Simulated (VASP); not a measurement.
# SbSe2 (Fm-3m) in VASP: further runs

SbSe2 is run at these levels: PBE; tasks: relaxation of cell and atoms, single point.

All numbers are computed with VASP 6.6.1; they aren't measurements. Logs are shortened: lines on timing, memory, paths and dates and some standing lists are left out, and cuts for length are marked.

### Step 1. The cell of the first run

It takes space group Fm-3m (No. 225, cubic). Conventional cell: a = 7.141 Å, b = 7.141 Å, c = 7.141 Å, α = 90.00°, β = 90.00°, γ = 90.00°. Within 4.1 Å of Sb (site symmetry m-3m) lie 8 Se at 3.09 Å. Within 4.1 Å of Se (site symmetry -43m) lie 4 Sb at 3.09 Å and 6 Se at 3.57 Å.

### Step 2. Relaxation of cell and atoms, PBE

INCAR reads:

```
PREC = Accurate ; ENCUT = 600
EDIFF = 1E-6 ; ISMEAR = 0
SIGMA = 0.1 ; LREAL = F
LASPH = T ; NELM = 100
ALGO = Normal ; ISIF = 3
LWAVE = F ; LCHARG = F
GGA = PE ; IBRION = 2
NSW = 90 ; EDIFFG = -0.04
```

KPOINTS reads:

```
regular mesh
0
Gamma
  4 4 4
```

POSCAR reads:

```
SbSe2
1.0
    0.0000000000      3.5703605200      3.5703605200
    3.5703605200      0.0000000000      3.5703605200
    3.5703605200      3.5703605200      0.0000000000
Sb Se
1 2
Direct
    0.0000000000      0.0000000000      0.0000000000
    0.2500000000      0.2500000000      0.2500000000
    0.7500000000      0.7500000000      0.7500000000
```

Potentials or basis: VASP PAW PBE potentials, release 64 (Sb, Se).

Command:

```sh
cat potpaw_PBE.64/Sb/POTCAR potpaw_PBE.64/Se/POTCAR > POTCAR
mpirun -np 1 vasp_std > vasp.out
```

OUTCAR:

```text
PREC = Accurate
   ENCUT = 600
   EDIFF = 1E-6
   ISMEAR = 0
   LREAL = F
   LASPH = T
   NELM = 100
   ISIF = 3
   GGA = PE
   IBRION = 2
   NSW = 90
   EDIFFG = -0.04

 ion  position               nearest neighbor table
   1  0.000  0.000  0.000-   2 3.09   3 3.09   3 3.09   3 3.09   3 3.09   2 3.09   2 3.09   2 3.09

   2  0.250  0.250  0.250-   1 3.09   1 3.09   1 3.09   1 3.09
   3  0.750  0.750  0.750-   1 3.09   1 3.09   1 3.09   1 3.09

  LATTYP: Found a face centered cubic cell.
 ALAT       =     7.1407210400

  Lattice vectors:

 A1 = (   0.0000000000,   3.5703605200,   3.5703605200)
 A2 = (   3.5703605200,   0.0000000000,   3.5703605200)
 A3 = (   3.5703605200,   3.5703605200,   0.0000000000)

Analysis of symmetry for initial positions (statically):
=====================================================================
 Subroutine PRICEL returns:
 Original cell was already a primitive cell.

 Routine SETGRP: Setting up the symmetry group for a
 face centered cubic supercell.

 Subroutine GETGRP returns: Found 48 space group operations
 (whereof 48 operations were pure point group operations)
 out of a pool of 48 trial point group operations.

The static configuration has the point symmetry O_h .

Analysis of symmetry for dynamics (positions and initial velocities):
=====================================================================
 Subroutine PRICEL returns:
 Original cell was already a primitive cell.

 Routine SETGRP: Setting up the symmetry group for a
 face centered cubic supercell.

 Subroutine GETGRP returns: Found 48 space group operations
 (whereof 48 operations were pure point group operations)
 out of a pool of 48 trial point group operations.

The dynamic configuration has the point symmetry O_h .

 Subroutine INISYM returns: Found 48 space group operations
 (whereof 48 operations are pure point group operations),
 and found     1 'primitive' translations

----------------------------------------------------------------------------------------

                                     Primitive cell

  volume of cell :      91.0262

  direct lattice vectors                    reciprocal lattice vectors
     0.000000000  3.570360520  3.570360520    -0.140041880  0.140041880  0.140041880
     3.570360520  0.000000000  3.570360520     0.140041880 -0.140041880  0.140041880
     3.570360520  3.570360520  0.000000000     0.140041880  0.140041880 -0.140041880

  length of vectors
     5.049252270  5.049252270  5.049252270     0.242559652  0.242559652  0.242559652

  position of ions in fractional coordinates (direct lattice)
     0.000000000  0.000000000  0.000000000
     0.250000000  0.250000000  0.250000000
     0.750000000  0.750000000  0.750000000

  ion indices of the primitive-cell ions
   primitive index   ion index
                 1           1
                 2           2
                 3           3

----------------------------------------------------------------------------------------

 KPOINTS: regular mesh

Automatic generation of k-mesh.
 Grid dimensions read from file:
 generate k-points for:    4    4    4

 Generating k-lattice:

  Cartesian coordinates                     Fractional coordinates (reciprocal lattice)
    -0.035010470  0.035010470  0.035010470     0.250000000  0.000000000  0.000000000
     0.035010470 -0.035010470  0.035010470     0.000000000  0.250000000  0.000000000
     0.035010470  0.035010470 -0.035010470     0.000000000  0.000000000  0.250000000

  Length of vectors
     0.060639913  0.060639913  0.060639913

  Shift w.r.t. Gamma in fractional coordinates (k-lattice)
     0.000000000  0.000000000  0.000000000

 Subroutine IBZKPT returns following result:
 ===========================================

 Found      8 irreducible k-points:

 Following reciprocal coordinates:
            Coordinates               Weight
  0.000000  0.000000  0.000000      1.000000
  0.250000  0.000000  0.000000      8.000000
  0.500000  0.000000  0.000000      4.000000
  0.250000  0.250000  0.000000      6.000000
  0.500000  0.250000  0.000000     24.000000
 -0.250000  0.250000  0.000000     12.000000
  0.500000  0.500000  0.000000      3.000000
 -0.250000  0.500000  0.250000      6.000000
   k-points           NKPTS =      8   k-points in BZ     NKDIM =      8   number of bands    NBANDS=     12
   number of dos      NEDOS =    301   number of ions     NIONS =      3
   total plane-waves  NPLWV =  64000
   dimension x,y,z NGX =    40 NGY =   40 NGZ =   40
   dimension x,y,z NGXF=    80 NGYF=   80 NGZF=   80
   ions per type =               1   2
   NGX,Y,Z   is equivalent  to a cutoff of  13.17, 13.17, 13.17 a.u.
   NGXF,Y,Z  is equivalent  to a cutoff of  26.34, 26.34, 26.34 a.u.
 SYSTEM =  unknown system
   PREC   = accura    normal or accurate (medium, high low for compatibility)
   ISTART =      0    job   : 0-new  1-cont  2-samecut
   ICHARG =      2    charge: 1-file 2-atom 10-const
   ISPIN  =      1    spin polarized calculation?
   LNONCOLLINEAR =      F non collinear calculations
   LSORBIT =      F    spin-orbit coupling
   LASPH  =      T    aspherical Exc in radial PAW
   ENCUT  =  600.0 eV  44.10 Ry    6.64 a.u.  10.08 10.08 10.08*2*pi/ulx,y,z
   NELM   =    100;   NELMIN=  2; NELMDL= -5     # of ELM steps
   EDIFF  = 0.1E-05   stopping-criterion for ELM
   LREAL  =      F    real-space projection
   EDIFFG = -.4E-01   stopping-criterion for IOM
   NSW    =     90    number of steps for IOM
   IBRION =      2    ionic relax: 0-MD 1-quasi-New 2-CG
   NFREE  =      1    steps in history (QN), initial steepest desc. (CG)
   ISIF   =      3    stress and relaxation
   ISYM   =      2    0-nonsym 1-usesym 2-fastsym
   POTIM  = 0.5000    time-step for ionic-motion
   TEBEG  =    0.0;   TEEND  =   0.0 temperature during run
   PSTRESS=    0.0 pullay stress
   NELECT =      17.0000    total number of electrons
   NUPDOWN=      -1.0000    fix difference up-down
   EMIN   =  10.00;   EMAX   =-10.00  energy-range for DOS
   EFERMI =   0.00;   METHOD = LEGACY
   ISMEAR =     0;   SIGMA  =   0.10  broadening in eV -4-tet -1-fermi 0-gaus
   EFERMI_NEDOS =   21; number of points for ismear=-14 and -15
   IALGO  =     38    algorithm
   IMIX   =      4    mixing-type and parameters
     AMIX     =   0.40;   BMIX     =  1.00
     AMIX_MAG =   1.60;   BMIX_MAG =  1.00
  volume/ion in A,a.u.               =      30.34       204.76
  Fermi-wavevector in a.u.,A,eV,Ry     =   0.935770  1.768349 11.914150  0.875665
  Thomas-Fermi vector in A             =   2.062711
   LORBIT       =      0    0 simple, 1 ext, 2 COOP (PROOUT), +10 PAW based schemes
   GGA     = PE    functional components
   LHFCALC =     F    Hartree Fock is set to
   AEXX    =    0.0000 exact exchange contribution
   IVDW    =     0    specifies the selected vdW correction
   LEPSILON=     F    determine dielectric tensor
   LRPA    =     F    only Hartree local field effects (RPA)
 conjugate gradient relaxation of ions
 non-spin polarized calculation
 Gauss-broadening in eV      SIGMA  =   0.10
  energy-cutoff  :      600.00
  volume of cell :       91.03
 maximum number of plane-waves:      3071
   NGX = 21   NGY = 21   NGZ = 21

--------------------------------------- Ionic step        1  -------------------------------------------

 number of electron      16.9999999 magnetization

 Free energy of the ion-electron system (eV)
  ---------------------------------------------------
  ext. energy  EPLUGINS =         0.00000000
  ---------------------------------------------------
  free energy    TOTEN  =       -10.67075050 eV

  energy without entropy =      -10.65794187  energy(sigma->0) =      -10.66434618

------------------------ aborting loop because EDIFF is reached ----------------------------------------

  FORCE on cell =-STRESS in cart. coord.  units (eV):
  Direction    XX          YY          ZZ          XY          YZ          ZX
  --------------------------------------------------------------------------------------
  -------------------------------------------------------------------------------------
  Total       -2.5508432     -2.5508432     -2.5508432      0.0000000      0.0000000      0.0000000
  in kB      -44.8981181    -44.8981181    -44.8981181      0.0000000      0.0000000      0.0000000
  external PRESSURE =     -44.8981181 kB  Pullay stress =       0.0000000 kB

 VOLUME and BASIS-vectors are now :
 -----------------------------------------------------------------------------
  energy-cutoff  :      600.00
  volume of cell :       91.03
      direct lattice vectors                 reciprocal lattice vectors
     0.000000000  3.570360520  3.570360520    -0.140041880  0.140041880  0.140041880
     3.570360520  0.000000000  3.570360520     0.140041880 -0.140041880  0.140041880
     3.570360520  3.570360520  0.000000000     0.140041880  0.140041880 -0.140041880
[... 38 lines left out ...]
 POSITION                                       TOTAL-FORCE (eV/Angst)
 -----------------------------------------------------------------------------------
      6.84781      3.42390      3.42390        -0.000000      0.000000     -0.000000
      1.71195      1.71195      1.71195        -0.000000     -0.000000     -0.000000
      5.13586      5.13586      5.13586         0.000000      0.000000      0.000000
 -----------------------------------------------------------------------------------
    total drift:                                0.000000     -0.000000      0.000000

  FREE ENERGIE OF THE ION-ELECTRON SYSTEM (eV)
  ---------------------------------------------------
  free  energy   TOTEN  =       -10.7990632835 eV

  energy  without entropy=      -10.7836904413  energy(sigma->0) =      -10.79137686

--------------------------------------- Ionic step        3  -------------------------------------------

 number of electron      17.0000001 magnetization

 Free energy of the ion-electron system (eV)
  ---------------------------------------------------
  ext. energy  EPLUGINS =         0.00000000
  ---------------------------------------------------
  free energy    TOTEN  =       -10.80675680 eV

  energy without entropy =      -10.79211178  energy(sigma->0) =      -10.79943429

 E-fermi :   4.1461     XC(G=0):  -9.2450

 val. band max:        4.1441839440   @ k =  -0.2500   0.2500   0.0000
 cond. band min:       4.3687514329   @ k =   0.5000   0.5000   0.0000
 fundamental gap:      0.2245674888
 Fermi energy:         4.1460614556

 k-point     1 :       0.0000    0.0000    0.0000
  band No.  band energies     occupation
      1      -9.8258      2.00000
      2      -7.0271      2.00000
      3      -2.3770      2.00000
      4       1.4326      2.00000
      5       1.4326      2.00000
      6       1.4326      2.00000
      7       2.1442      2.00000
      8       2.1442      2.00000
      9       2.1442      2.00000
     10       5.6662      0.00000
     11       5.6662      0.00000
     12       5.6662      0.00000

 k-point     2 :       0.2500    0.0000    0.0000
  band No.  band energies     occupation
      1      -9.4227      2.00000
      2      -7.3715      2.00000
      3      -3.4142      2.00000
      4       0.9739      2.00000
      5       0.9739      2.00000
      6       0.9880      2.00000
      7       2.3196      2.00000
      8       2.3196      2.00000
      9       4.0696      1.72021
     10       6.1468      0.00000
     11       6.1468      0.00000
     12       6.1526      0.00000
[... 110 lines left out ...]
 POSITION                                       TOTAL-FORCE (eV/Angst)
 -----------------------------------------------------------------------------------
      0.00000      0.00000      0.00000        -0.000000     -0.000000     -0.000000
      1.72512      1.72512      1.72512        -0.000000     -0.000000      0.000000
      5.17535      5.17535      5.17535         0.000000      0.000000      0.000000
 -----------------------------------------------------------------------------------
    total drift:                                0.000000     -0.000000      0.000000

  FREE ENERGIE OF THE ION-ELECTRON SYSTEM (eV)
  ---------------------------------------------------
  free  energy   TOTEN  =       -10.8067567953 eV

  energy  without entropy=      -10.7921117807  energy(sigma->0) =      -10.79943429

 reached required accuracy - stopping structural energy minimisation
```

Run time: 16 s. Hardware: 1 thread of Intel Xeon 6975P-C (Granite Rapids), shared host; peak memory 0.24 GiB.

What came out:

* Free energy: -10.8068 eV
* Relaxed volume: 27.38 Å³/atom
* Relaxed cell: a = 4.879 Å, b = 4.879 Å, c = 4.879 Å, α = 60.00°, β = 60.00°, γ = 60.00°
* Space group after relaxing (to 0.05 Å): Fm-3m (No. 225)
* Energy gained by relaxing: 45.3 meV/atom
* Ionic steps: 3
* Pressure after relaxing: 0.0 GPa

Step by step:
```csv
step,energy change (eV),largest force (eV/Å),pressure (GPa),volume (Å³)
1,0.0000,0.0000,-4.49,91.03
2,-0.1283,0.0000,1.33,80.28
3,-0.1360,0.0000,0.02,82.14
```

Final structure:
```
CELL_PARAMETERS angstrom
0.00000 3.45023 3.45023
3.45023 0.00000 3.45023
3.45023 3.45023 0.00000
ATOMIC_POSITIONS crystal
Sb 0.00000 0.00000 0.00000
Se 0.25000 0.25000 0.25000
Se 0.75000 0.75000 0.75000
```

Caveat: the k points lie up to 0.39 Å⁻¹ apart in the final cell; spin-orbit coupling is left out, which moves the levels of the heavy elements.

### Step 3. Single point, PBE

This run uses another cell than the first one, of 27.49 Å³/atom, 0.906 times its volume.

INCAR reads:

```
SYSTEM = SbSe2
PREC = Accurate
ENCUT = 520
EDIFF = 1E-6
ISMEAR = 0
SIGMA = 0.1
LREAL = .False.
LASPH = .True.
NELM = 60
ALGO = Normal
ISIF = 2
LWAVE = .False.
LCHARG = .False.
GGA = PE
NBANDS = 16
```

KPOINTS reads:

```
regular mesh
0
Gamma
  12 12 12
  0 0 0
```

POSCAR reads:

```
SbSe2
1.0
    0.0000000000      3.4548489996      3.4548489996
    3.4548489996      0.0000000000      3.4548489996
    3.4548489996      3.4548489996      0.0000000000
Sb Se
1 2
Direct
    0.0000000000      0.0000000000      0.0000000000
    0.2500000000      0.2500000000      0.2500000000
    0.7500000000      0.7500000000      0.7500000000
```

Potentials or basis: VASP PAW PBE potentials, release 64 (Sb, Se).

Command:

```sh
cat potpaw_PBE.64/Sb/POTCAR potpaw_PBE.64/Se/POTCAR > POTCAR
mpirun -np 1 vasp_std > vasp.out
```

Wall time 29 s (1 thread of Intel Xeon 6975P-C (Granite Rapids), shared host); peak memory 0.26 GiB.

Results (log left out):

| Quantity | Value |
| --- | --- |
| Free energy | -10.8055 eV |
| Pressure | -0.1 GPa |

Levels at points of the mesh, in eV from the Fermi level:
| k point | band 7 | band 8 | band 9 | band 10 | band 11 | band 12 |
| --- | --- | --- | --- | --- | --- | --- |
| (0.00, 0.00, 0.00) | -2.04 | -2.04 | -2.04 | 1.46 | 1.46 | 1.46 |
| (0.50, 0.00, 0.00) | -1.99 | -1.99 | 0.30 | 2.92 | 2.92 | 3.81 |
| (0.50, 0.50, 0.00) | 0.15 | 0.15 | 0.70 | 1.07 | 3.81 | 3.81 |

Caveat: spin-orbit coupling is left out, which moves the levels of the heavy elements.

### Step 4. Relaxation of cell and atoms, PBE

This run uses another cell than the first one, of 27.55 Å³/atom, 0.908 times its volume.

INCAR reads:

```
ALGO = Normal
EDIFF = 1E-7
EDIFFG = -0.01
ENCUT = 600
GGA = PE
IBRION = 2
ISIF = 3
ISMEAR = 0
LASPH = True
LCHARG = False
LREAL = False
LWAVE = False
NELM = 80
NSW = 100
PREC = Accurate
SIGMA = 0.1
```

KPOINTS reads:

```
k-points
0
Gamma
  12 12 12
```

POSCAR reads:

```
SbSe2
1.0
    0.0000000000      3.4571247144      3.4571247144
    3.4571247144      0.0000000000      3.4571247144
    3.4571247144      3.4571247144      0.0000000000
Sb Se
1 2
Direct
    0.0000000000      0.0000000000      0.0000000000
    0.2500000000      0.2500000000      0.2500000000
    0.7500000000      0.7500000000      0.7500000000
```

Command:

```sh
cat potpaw_PBE.64/Sb/POTCAR potpaw_PBE.64/Se/POTCAR > POTCAR
mpirun -np 1 vasp_std > vasp.out
```

It took 51 s on 1 thread of Intel Xeon 6975P-C (Granite Rapids), shared host; peak memory 0.3 GiB.

It converged, with:

```
Free energy                            : -10.8056 eV
Relaxed volume                         : 27.44 Å³/atom
Relaxed cell                           : a = 4.883 Å, b = 4.883 Å, c = 4.883 Å, α = 60.00°, β = 60.00°, γ = 60.00°
Space group after relaxing (to 0.05 Å) : Fm-3m (No. 225)
Energy gained by relaxing              : 0.0 meV/atom
Ionic steps                            : 2
Pressure after relaxing                : 0.0 GPa
```

Step by step:
```tsv
step	energy change (eV)	largest force (eV/Å)	pressure (GPa)	volume (Å³)
1	0.0000	0.0000	-0.15	82.64
2	-0.0001	0.0000	0.04	82.32
```

Final structure:
```cif
data_structure
_symmetry_space_group_name_H-M 'P 1'
_symmetry_Int_Tables_number 1
_cell_length_a 4.8828
_cell_length_b 4.8828
_cell_length_c 4.8828
_cell_angle_alpha 60.000
_cell_angle_beta 60.000
_cell_angle_gamma 60.000
_cell_volume 82.32
loop_
_atom_site_label
_atom_site_type_symbol
_atom_site_fract_x
_atom_site_fract_y
_atom_site_fract_z
_atom_site_occupancy
Sb1 Sb 0.00000 0.00000 0.00000 1
Se1 Se 0.25000 0.25000 0.25000 1
Se2 Se 0.75000 0.75000 0.75000 1
```

Levels at points of the mesh, in eV from the Fermi level:
```tsv
k point	band 5	band 6	band 7	band 8	band 9	band 10	band 11	band 12
(0.00, 0.00, 0.00)	-2.77	-2.77	-2.05	-2.05	-2.05	1.46	1.46	1.46
(0.50, 0.00, 0.00)	-3.47	-3.04	-2.00	-2.00	0.30	2.92	2.92	3.82
(0.50, 0.50, 0.00)	-4.75	-1.95	0.15	0.15	0.70	1.07	3.82	3.82
```

Caveat: spin-orbit coupling is left out, which moves the levels of the heavy elements.

### Step 5. The runs side by side

```csv
task,cell,k mesh,cutoff (eV),gap on the mesh (eV),pressure (GPa),relaxed volume (Å³/atom)
relaxation of cell and atoms,"relaxed from a = 5.049 Å, angles 60.0°, 3 atoms",4 × 4 × 4,600,none,0.0,27.38
single point,"a = 4.886 Å, angles 60.0°, 3 atoms",12 × 12 × 12,520,none,-0.1,-
relaxation of cell and atoms,"relaxed from a = 4.889 Å, angles 60.0°, 3 atoms",12 × 12 × 12,600,none,0.0,27.44
```

Alike in all rows: level PBE; potentials or basis VASP PAW PBE potentials, release 64 (Sb, Se); no spin polarisation; smearing gaussian 0.1 eV.

Caveats: some runs use coarse meshes; spin-orbit coupling is left out, which moves the levels of the heavy elements.

Total energies depend on the potentials used, so only differences within one code and one set of settings carry meaning.
